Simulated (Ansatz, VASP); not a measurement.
One calculation of MgWBr4O, two programs

Contents of INCAR:

```
PREC = Accurate
ENCUT = 520
EDIFF = 1E-6
ISMEAR = -1
SIGMA = 0.05
LREAL = F
LASPH = T
NELM = 60
ALGO = Normal
ISIF = 2
LWAVE = F
LCHARG = F
GGA = PE
NBANDS = 34
```

The input KPOINTS:

```
regular mesh
0
Gamma
  7 7 4
```

POSCAR

```
MgWBr4O
1.0
    6.6936181217     -1.9662910634      0.0000000000
    6.6936181217      1.9662910634      0.0000000000
   -6.6910355183      0.0000000000      6.6944538826
W Br Mg O
1 4 1 1
Direct
    0.9791290000      0.0166150000      0.0004300000
    0.2932060000      0.2438050000      0.1904670000
    0.7699490000      0.6950140000      0.8122950000
    0.8600070000      0.9820010000      0.6486170000
    0.0009520000      0.1594690000      0.3502470000
    0.2260730000      0.7755910000      0.5028030000
    0.4685000000      0.5288510000     -0.0035650000
```

Contents of input.yaml:

```yaml
crystal:
  lattice:
    - [6.6936181217, -1.9662910634, 0.0]
    - [6.6936181217, 1.9662910634, 0.0]
    - [-6.6910355183, 0.0, 6.6944538826]
  atoms:
    - { symbol: W, position: [0.979129, 0.016615, 0.00043] }
    - { symbol: Br, position: [0.293206, 0.243805, 0.190467] }
    - { symbol: Br, position: [0.769949, 0.695014, 0.812295] }
    - { symbol: Br, position: [0.860007, 0.982001, 0.648617] }
    - { symbol: Br, position: [0.000952, 0.159469, 0.350247] }
    - { symbol: Mg, position: [0.226073, 0.775591, 0.502803] }
    - { symbol: O, position: [0.4685, 0.528851, -0.003565] }
hamiltonian:
  xc: pbe
  pseudopotentials: { kind: paw }
kpoints:
  mp_grid: { grid: [7, 7, 4] }
scf:
  occupations: { method: fermi_dirac, width: 0.05 }
output:
  forces: true
  stress: true
  eigenvalues: true
```

Change from the starting cell: atoms moved at random, drawn with an rms of 0.05 Å.

Alike in both runs: task single point; functional PBE; k mesh 7 × 7 × 4; occupations fermi-dirac, width 0.05 eV; no spin polarisation.

```csv
,VASP,Ansatz
version,VASP 6.6.1,Ansatz 0.2.0
potentials or method,"VASP PAW PBE potentials, release 64 (W_sv, Br, Mg, O)",Ansatz PAW
plane-wave cutoff (eV),520,420
valence electrons in the cell,50,58
```

```csv
,VASP,Ansatz,Ansatz less VASP
gap on the k mesh at the Fermi level (eV),none,none,-
pressure (GPa),-3.2,-3.3,-0.11
"traceless stress, the component that is largest in VASP (GPa)",-1.87,-2.14,-0.271
rms of the force components (eV/Å),0.259,0.259,+0.0003
```

Atom by atom the forces differ by 0.023 eV/Å (rms over components). A gap of «none» marks a metal or a gap that the smearing closes. VASP's potentials hold 50 valence electrons a cell and Ansatz's 58, so a difference there can come from the potentials and not from the codes.

Spin-orbit coupling is off throughout.
